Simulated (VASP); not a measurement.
# Te (R-3m) in VASP: further runs

The runs below take Te through single point, with PBEsol, LDA.

All numbers are computed with VASP 6.6.1; they aren't measurements. Logs are shortened: lines on timing, memory, paths and dates and some standing lists are left out, and cuts for length are marked.

## Step 1: The cell of the first run

Symmetry: R-3m, No. 166, trigonal system. The conventional cell has a = 4.612 Å, b = 4.612 Å, c = 5.073 Å, α = 90.00°, β = 90.00°, γ = 120.00°. Te (site symmetry -3m) has 12 Te at 3.15 to 4.30 Å within 4.4 Å.

## Step 2: Single point, PBEsol

File INCAR:

```
SYSTEM = Te
PREC     = Accurate       ! precision mode
ENCUT    = 520            ! plane-wave cutoff, eV
EDIFF    = 1E-7           ! SCF threshold, eV
ISMEAR   = -1             ! smearing method
SIGMA    = 0.03           ! smearing width, eV
LREAL    = .FALSE.        ! projectors in reciprocal space
LASPH    = .TRUE.         ! aspherical terms in the spheres
NELM     = 100            ! most SCF steps
ALGO     = Normal         ! electronic algorithm
ISIF     = 2              ! what is computed and relaxed
LWAVE    = .FALSE.        ! write WAVECAR
LCHARG   = .FALSE.        ! write CHGCAR
GGA      = PS             ! functional
NBANDS   = 9              ! bands
```

File KPOINTS:

```
Automatic mesh
0
G
  5 5 5
  0 0 0
```

File POSCAR:

```
Te
1.0
    2.3059043427      1.3313144930      1.6909537039
   -2.3059043427      1.3313144930      1.6909537039
    0.0000000000     -2.6626289860      1.6909537039
Te
1
Direct
    0.5000000000      0.5000000000      0.5000000000
```

Potentials or basis: VASP PAW PBE potentials, release 64 (Te).

Command:

```sh
cat potpaw_PBE.64/Te/POTCAR > POTCAR
mpirun -np 1 vasp_std > vasp.out
```

OUTCAR:

```text
SYSTEM = Te
   PREC = Accurate
   ENCUT = 520
   EDIFF = 1E-7
   ISMEAR = -1
   LREAL = .FALSE.
   LASPH = .TRUE.
   NELM = 100
   ISIF = 2
   GGA = PS

 ion  position               nearest neighbor table
   1  0.500  0.500  0.500-

  LATTYP: Found a trigonal (rhomboedric) cell.
 ALAT       =     3.1541904739
 COS(alpha) =    -0.0688991668

  Lattice vectors:

 A1 = (   2.3059043427,   1.3313144930,   1.6909537039)
 A2 = (  -2.3059043427,   1.3313144930,   1.6909537039)
 A3 = (   0.0000000000,  -2.6626289860,   1.6909537039)

Analysis of symmetry for initial positions (statically):
=====================================================================
 Subroutine PRICEL returns:
 Original cell was already a primitive cell.

 Routine SETGRP: Setting up the symmetry group for a
 trigonal (rhombohedral) supercell.

 Subroutine GETGRP returns: Found 12 space group operations
 (whereof 12 operations were pure point group operations)
 out of a pool of 12 trial point group operations.

The static configuration has the point symmetry D_3d.

Analysis of symmetry for dynamics (positions and initial velocities):
=====================================================================
 Subroutine PRICEL returns:
 Original cell was already a primitive cell.

 Routine SETGRP: Setting up the symmetry group for a
 trigonal (rhombohedral) supercell.

 Subroutine GETGRP returns: Found 12 space group operations
 (whereof 12 operations were pure point group operations)
 out of a pool of 12 trial point group operations.

The dynamic configuration has the point symmetry D_3d.

 Subroutine INISYM returns: Found 12 space group operations
 (whereof 12 operations are pure point group operations),
 and found     1 'primitive' translations

----------------------------------------------------------------------------------------

                                     Primitive cell

  volume of cell :      31.1462

  direct lattice vectors                    reciprocal lattice vectors
     2.305904343  1.331314493  1.690953704     0.216834667  0.125189553  0.197127415
    -2.305904343  1.331314493  1.690953704    -0.216834667  0.125189553  0.197127415
     0.000000000 -2.662628986  1.690953704     0.000000000 -0.250379107  0.197127415

  length of vectors
     3.154190474  3.154190474  3.154190474     0.318667405  0.318667405  0.318667405

[... 71 lines left out ...]
   NELM   =    100;   NELMIN=  2; NELMDL= -5     # of ELM steps
   EDIFF  = 0.1E-06   stopping-criterion for ELM
   LREAL  =      F    real-space projection
   EDIFFG = 0.1E-05   stopping-criterion for IOM
   NSW    =      0    number of steps for IOM
   IBRION =     -1    ionic relax: 0-MD 1-quasi-New 2-CG
   NFREE  =      0    steps in history (QN), initial steepest desc. (CG)
   ISIF   =      2    stress and relaxation
   ISYM   =      2    0-nonsym 1-usesym 2-fastsym
   POTIM  = 0.5000    time-step for ionic-motion
   TEBEG  =    0.0;   TEEND  =   0.0 temperature during run
   PSTRESS=    0.0 pullay stress
   NELECT =       6.0000    total number of electrons
   NUPDOWN=      -1.0000    fix difference up-down
   EMIN   =  10.00;   EMAX   =-10.00  energy-range for DOS
   EFERMI =   0.00;   METHOD = LEGACY
   ISMEAR =    -1;   SIGMA  =   0.03  broadening in eV -4-tet -1-fermi 0-gaus
   EFERMI_NEDOS =   21; number of points for ismear=-14 and -15
   IALGO  =     38    algorithm
   IMIX   =      4    mixing-type and parameters
     AMIX     =   0.40;   BMIX     =  1.00
     AMIX_MAG =   1.60;   BMIX_MAG =  1.00
  volume/ion in A,a.u.               =      31.15       210.18
  Fermi-wavevector in a.u.,A,eV,Ry     =   0.945490  1.786717 12.162947  0.893951
  Thomas-Fermi vector in A             =   2.073397
   LORBIT       =      0    0 simple, 1 ext, 2 COOP (PROOUT), +10 PAW based schemes
   GGA     = PS    functional components
   LHFCALC =     F    Hartree Fock is set to
   AEXX    =    0.0000 exact exchange contribution
   IVDW    =     0    specifies the selected vdW correction
   LEPSILON=     F    determine dielectric tensor
   LRPA    =     F    only Hartree local field effects (RPA)
 non-spin polarized calculation
  energy-cutoff  :      520.00
  volume of cell :       31.15
 maximum number of plane-waves:       855
   NGX = 11   NGY = 11   NGZ = 11

 number of electron       5.9999999 magnetization

 Free energy of the ion-electron system (eV)
  ---------------------------------------------------
  ext. energy  EPLUGINS =         0.00000000
  ---------------------------------------------------
  free energy    TOTEN  =        -3.34295378 eV

  energy without entropy =       -3.33625332  energy(sigma->0) =       -3.33960355

 E-fermi :   6.4231     XC(G=0):  -9.6580

 val. band max:        6.4082078725   @ k =  -0.2000   0.4000   0.2000
 cond. band min:       6.4247789883   @ k =  -0.4000   0.2000   0.2000
 fundamental gap:      0.0165711159
 Fermi energy:         6.4231288625

 k-point     1 :       0.0000    0.0000    0.0000
  band No.  band energies     occupation
      1      -7.0612      2.00000
      2       7.8911      0.00000
      3       8.3689      0.00000
      4       8.3689      0.00000
      5      12.9987      0.00000
      6      12.9987      0.00000
      7      13.4862      0.00000
      8      23.7266      0.00000
      9      23.8707      0.00000
[... 205 lines left out ...]
 k-point    19 :      -0.4000    0.4000    0.4000
  band No.  band energies     occupation
      1      -2.2628      2.00000
      2       3.6989      2.00000
      3       4.0493      2.00000
      4       4.4434      2.00000
      5      11.2596      0.00000
      6      11.4349      0.00000
      7      12.7864      0.00000
      8      15.8384      0.00000
      9      25.7179      0.00000

------------------------ aborting loop because EDIFF is reached ----------------------------------------

  FORCE on cell =-STRESS in cart. coord.  units (eV):
  Direction    XX          YY          ZZ          XY          YZ          ZX
  --------------------------------------------------------------------------------------
  -------------------------------------------------------------------------------------
  Total       -0.1247203     -0.1247203     -0.1789713      0.0000000      0.0000000      0.0000000
  in kB       -6.4156817     -6.4156817     -9.2063850      0.0000000      0.0000000      0.0000000
  external PRESSURE =      -7.3459162 kB  Pullay stress =       0.0000000 kB

 VOLUME and BASIS-vectors are now :
 -----------------------------------------------------------------------------
  energy-cutoff  :      520.00
  volume of cell :       31.15
      direct lattice vectors                 reciprocal lattice vectors
     2.305904343  1.331314493  1.690953704     0.216834667  0.125189553  0.197127415
    -2.305904343  1.331314493  1.690953704    -0.216834667  0.125189553  0.197127415
     0.000000000 -2.662628986  1.690953704     0.000000000 -0.250379107  0.197127415

 POSITION                                       TOTAL-FORCE (eV/Angst)
 -----------------------------------------------------------------------------------
      0.00000      0.00000      2.53643         0.000000      0.000000      0.000000
 -----------------------------------------------------------------------------------
    total drift:                                0.000000      0.000000     -0.000000

  FREE ENERGIE OF THE ION-ELECTRON SYSTEM (eV)
  ---------------------------------------------------
  free  energy   TOTEN  =        -3.3429537819 eV

  energy  without entropy=       -3.3362533203  energy(sigma->0) =       -3.33960355
```

stdout:

```text
POSCAR found type information on POSCAR Te
 POSCAR found :  1 types and       1 ions
 scaLAPACK will be used
 -----------------------------------------------------------------------------
|                                                                             |
|                                                                             |
|     You enforced a specific xc type in the INCAR file but a different       |
|     I HOPE YOU KNOW WHAT YOU ARE DOING!                                     |
|                                                                             |
 -----------------------------------------------------------------------------

 LDA part: xc-table for (Slater+PW92), standard interpolation
 POSCAR, INCAR and KPOINTS ok, starting setup
 FFT: planning ... GRIDC
 FFT: planning ... GRID_SOFT
 FFT: planning ... GRID
 WAVECAR not read
 entering main loop
```

It took 3.5 s on 1 thread of AMD EPYC 7R13 (Zen 3), shared host; peak memory 0.11 GiB.

Results:

```
Free energy            : -3.3430 eV
Pressure               : -0.7 GPa
Band gap on the k mesh : zero (bands 3 and 4 overlap by 4.78 eV)
```

Caveat: the k points lie up to 0.40 Å⁻¹ apart, too coarse for converged energies and pressures of a metal; the PAW data sets were made with another functional, which shifts forces and pressure a little; spin-orbit coupling is left out, which moves the levels of the heavy elements.

## Step 3: Single point, LDA

File INCAR:

```
SYSTEM = Te
PREC = Accurate
ENCUT = 520
EDIFF = 1E-6
ISMEAR = -5
SIGMA = 0.05
LREAL = .FALSE.
LASPH = .TRUE.
NELM = 60
ALGO = Normal
ISIF = 2
LWAVE = .FALSE.
LCHARG = .FALSE.
NBANDS = 9
```

File KPOINTS:

```
Automatic mesh
0
G
  9 9 9
  0 0 0
```

POSCAR is that of step 2.

Potentials or basis: VASP PAW LDA potentials, release 64 (Te).

Command:

```sh
cat potpaw_LDA.64/Te/POTCAR > POTCAR
mpirun -np 1 vasp_std > vasp.out
```

Wall time 16 s (1 thread of Intel Xeon 8259CL, shared host); peak memory 0.14 GiB.

Results (log left out):

* Free energy: -3.7793 eV
* Pressure: -1.2 GPa
* Band gap on the k mesh: zero (bands 3 and 4 overlap by 4.86 eV)

Stress tensor (GPa, compression positive):
```
-1.07  0.00  0.00
 0.00 -1.07  0.00
 0.00  0.00 -1.33
```

Levels at points of the mesh, in eV from the Fermi level:
| k point | band 1 | band 2 | band 3 | band 4 | band 5 | band 6 | band 7 |
| --- | --- | --- | --- | --- | --- | --- | --- |
| (0.00, 0.00, 0.00) | -13.97 | 0.98 | 1.42 | 1.42 | 6.09 | 6.09 | 6.58 |

Caveat: spin-orbit coupling is left out, which moves the levels of the heavy elements; tetrahedron occupations give inexact forces and stress in metals.
